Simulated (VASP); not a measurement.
## Si62P (a cell with a defect): single point with LDA

Si62P (a cell with a defect):

```
Si P
1.0
    10.86000    0.00000    0.00000
     0.00000   10.86000    0.00000
     0.00000    0.00000   10.86000
Si P
62 1
Direct
  0.50031 0.99755 0.00036
  0.61474 0.13267 0.11982
  0.75065 0.24881 0.00219
  0.87606 0.37496 0.12603
  0.88388 0.10909 0.36269
  0.98924 0.99751 0.01455
  0.12606 0.12420 0.12395
  0.25076 0.24933 0.99706
  0.36886 0.38085 0.12324
  0.50006 0.50054 0.99854
  0.62799 0.62565 0.12403
  0.75135 0.75207 0.00153
  0.25016 0.99986 0.25062
  0.37597 0.12454 0.37463
  0.49512 0.25376 0.24806
  0.62787 0.37093 0.37312
  0.75084 0.49968 0.25027
  0.87474 0.62553 0.37650
  0.50377 0.99743 0.49474
  0.62761 0.12287 0.62027
  0.75449 0.23634 0.48669
  0.87365 0.36792 0.61924
  0.75020 0.99986 0.74899
  0.87346 0.12183 0.87896
  0.99882 0.50249 0.00133
  0.11283 0.63722 0.12759
  0.24647 0.75085 0.00135
  0.37405 0.87437 0.12517
  0.00293 0.24872 0.24801
  0.12622 0.37566 0.37683
  0.24284 0.50717 0.24770
  0.37836 0.62351 0.37407
  0.50319 0.75112 0.24691
  0.62944 0.87422 0.37044
  0.00484 0.99796 0.50238
  0.12559 0.12897 0.62820
  0.25179 0.24957 0.50020
  0.37624 0.37500 0.62536
  0.50266 0.49656 0.49795
  0.62207 0.62540 0.62413
  0.75085 0.75124 0.49898
  0.87628 0.87466 0.62551
  0.24708 0.99863 0.75182
  0.37670 0.12501 0.87332
  0.50261 0.24762 0.74640
  0.62341 0.37338 0.87469
  0.74841 0.49566 0.74449
  0.87375 0.62341 0.87309
  0.98863 0.76627 0.25616
  0.12948 0.87419 0.37942
  0.00071 0.49855 0.50061
  0.12605 0.62458 0.62621
  0.25453 0.74602 0.50063
  0.37575 0.87515 0.62531
  0.99833 0.24980 0.75277
  0.12419 0.37679 0.87689
  0.25040 0.49922 0.75036
  0.37296 0.62611 0.87669
  0.49958 0.74990 0.75109
  0.62747 0.87526 0.87622
  0.00014 0.74931 0.75064
  0.11763 0.87571 0.88176
  0.85117 0.91644 0.17583
```

```json
{"Program": "VASP 6.6.1", "Task": "single point", "Functional": "LDA", "Potentials or basis": "VASP PAW LDA potentials, release 64 (Si, P)", "Cutoff": "520 eV", "k mesh": "1 × 1 × 1", "Occupations": "fermi-dirac, width 0.05 eV", "Spin": "no spin polarisation"}
```

```yaml
Largest_force: 1.100 eV/Å
```

Forces in eV/Å, atoms in the order of the input:
```
Si  -0.017 -0.007 -0.015
Si  -0.036  0.031  0.002
Si   0.016  0.010 -0.004
Si   0.001  0.013  0.006
Si  -0.078  0.147  0.090
Si  -0.007 -0.040  0.068
Si   0.027  0.014 -0.017
Si   0.011  0.012  0.016
Si   0.024  0.005  0.012
Si   0.000  0.009  0.013
Si  -0.005  0.009 -0.001
Si   0.121  0.216  0.263
Si  -0.007  0.009  0.002
Si  -0.014  0.003  0.009
Si  -0.009  0.005  0.017
Si  -0.004  0.013  0.008
Si  -0.013  0.009  0.004
Si   0.004  0.023 -0.032
Si  -0.082  0.004  0.075
Si   0.001  0.004  0.016
Si   0.005  0.065  0.062
Si   0.007  0.056  0.064
Si  -0.007  0.002  0.013
Si   0.010 -0.008  0.013
Si   0.007 -0.013 -0.014
Si   0.065 -0.070 -0.015
Si   0.015 -0.003 -0.006
Si  -0.008  0.003  0.009
Si  -0.015 -0.012 -0.026
Si  -0.015 -0.002  0.022
Si   0.011 -0.034 -0.004
Si  -0.018 -0.003  0.022
Si  -0.027 -0.016 -0.005
Si  -0.206 -0.011  0.161
Si  -0.048 -0.024 -0.046
Si  -0.019  0.002 -0.023
Si  -0.015  0.004 -0.003
Si  -0.002  0.009  0.007
Si  -0.003  0.002 -0.003
Si   0.003  0.015 -0.006
Si   0.009  0.019 -0.003
Si   0.001  0.000  0.023
Si  -0.042 -0.009  0.019
Si  -0.003  0.020  0.002
Si  -0.003 -0.001 -0.007
Si  -0.012 -0.003  0.017
Si  -0.003  0.057  0.058
Si   0.004  0.082  0.089
Si   0.094 -0.103 -0.118
Si  -0.014 -0.014 -0.036
Si  -0.032  0.019 -0.005
Si  -0.003  0.005 -0.004
Si  -0.010  0.027  0.007
Si  -0.032  0.004  0.058
Si  -0.016 -0.013  0.000
Si   0.001 -0.008 -0.005
Si  -0.008  0.000  0.001
Si   0.006  0.004 -0.003
Si   0.016  0.007  0.010
Si   0.017 -0.010  0.033
Si   0.003 -0.008  0.005
Si  -0.006 -0.017  0.015
P    0.357 -0.507 -0.908
```

Levels at points of the mesh, in eV from the Fermi level:
```
           k point  band 124  band 125  band 126  band 127  band 128  band 129
(0.00, 0.00, 0.00)     -0.65     -0.59     -0.14      0.15      0.24      0.32
```

It took 7.7 min on 1 thread of Oxide Virtual Turin-like Processor (shared host), peak memory 0.68 GiB.

Caveat: the k points lie up to 0.58 Å⁻¹ apart; the cell carries a net charge on a neutralising background, which shifts energy and pressure; the cell is charged against a uniform background, so pressure and absolute levels hang on convention.
